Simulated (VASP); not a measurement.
Wanted: the native input for a VASP 6.6.1 run.

* Task: single point
* Functional: PBE
* Potentials or basis: VASP PAW PBE potentials, release 64 (Li_sv, Al, Si, Ca_sv, Zn)
* Cutoff: 520 eV
* k mesh: 2 × 2 × 2, shifted
* Occupations: gaussian, width 0.1 eV
* Spin: no spin polarisation
* Dipole correction: no
* Further INCAR settings: LREAL = Auto; ALGO = Normal; EDIFF = 1e-07; NBANDS = 80; ISYM = 0

The structure of LiCaAlZnSi lies in POSCAR:

```
LiCaAlZnSi
1.0
   -5.0203167215      5.6288589931     -2.0375636590
   -5.6010990940     -2.5481965461      5.8393074490
    1.1675482795      4.4429401014      4.0726061849
Li Al Si Ca Zn
4 4 4 4 4
Direct
    0.4271538384      0.8139606673      0.3881374457
    0.5659913273      0.0132118713      0.6249122319
    0.3693946339      0.3120094800      0.7898761030
    0.7019182740      0.3118520331      0.7945106069
    0.6290648916      0.0059894261      0.0435329556
    0.2565914959      0.5305220352      0.4777403671
   -0.0945223387      0.5567800257      0.5216058277
    0.5508904480      0.5837546352      0.6439843099
    0.4700370778      0.4904573680      0.1016983741
    0.7192386871      0.6559894728      0.1972177559
    0.0415291455      0.3119896160      0.7386114936
    0.4524344253      0.7768323191      0.9472755231
    1.1355320568     -0.0140017183     -0.0705379865
    0.1132547400      0.5910285047     -0.0074186630
    0.2713712338      0.1861252077      0.3333545906
    0.7748334725      0.2958103824      0.2536232039
    0.8255106163      0.9034594824      0.3268161972
    0.8943230280      0.0740347218      0.6238980161
    0.0928782067      0.8182025939      0.4881053816
    0.7996614097      0.7746356765      0.7925867544
```

These files were run (other wordings do the same):

INCAR

```
ALGO     = Normal         # electronic algorithm
EDIFF    = 1E-7           # SCF threshold, eV
ENCUT    = 520            # plane-wave cutoff, eV
GGA      = PE             # functional
ISIF     = 2              # what is computed and relaxed
ISMEAR   = 0              # smearing method
ISYM     = 0            
LASPH    = True           # aspherical terms in the spheres
LCHARG   = False          # write CHGCAR
LREAL    = Auto         
LWAVE    = False          # write WAVECAR
NBANDS   = 80             # bands
NELM     = 100            # most SCF steps
PREC     = Accurate       # precision mode
SIGMA    = 0.1            # smearing width, eV
```

KPOINTS

```
Automatic mesh
0
Gamma
  2 2 2
  0.5 0.5 0.5
```

Potentials or basis: VASP PAW PBE potentials, release 64 (Li_sv, Al, Si, Ca_sv, Zn).

Launch:

```sh
$ cat potpaw_PBE.64/Li_sv/POTCAR potpaw_PBE.64/Al/POTCAR potpaw_PBE.64/Si/POTCAR potpaw_PBE.64/Ca_sv/POTCAR potpaw_PBE.64/Zn/POTCAR > POTCAR
$ mpirun -np 1 vasp_std > vasp.out
```

Results of the run:

```yaml
Largest_force: 0.034 eV/Å
Band_gap_on_the_k_mesh: 0.33 eV (least direct gap 0.36 eV)
```

Caveat: a shifted mesh leaves out Γ, where band edges can lie.

It took 2.1 min on 1 thread of Intel(R) Xeon(R) 6975P-C (Granite Rapids), with other jobs on the host, peak memory 0.48 GiB.
